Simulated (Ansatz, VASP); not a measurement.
# Two plane-wave programs on Si

```
Si
1.0
     0.00000    2.64058    2.64058
     2.64058    0.00000    2.64058
     2.64058    2.64058    0.00000
Si
2
Direct
  0.00000 0.00000 0.00000
  0.25000 0.25000 0.25000
```

Alike in both runs: task single point; functional PBE; k mesh 12 × 12 × 12; no spin polarisation.

```csv
,VASP,Ansatz
version,VASP 6.6.1,Ansatz 0.2.0
potentials or method,"VASP PAW PBE potentials, release 64 (Si), cutoff 500 eV","scalar-relativistic, plane waves, PAW"
occupations,"gaussian, width 0.01 eV",fixed
valence electrons in the cell,8,8
```

VASP gave:

| Property | Result |
| --- | --- |
| gap on the k mesh at the Fermi level (eV) | 0.41 |
| least direct gap on the mesh (eV) | 2.60 |
| pressure (GPa) | 11.6 |

Problem. Estimate Ansatz's values.

Solution. gap on the k mesh at the Fermi level (eV): 0.41; least direct gap on the mesh (eV): 2.59; pressure (GPa): 11.7.
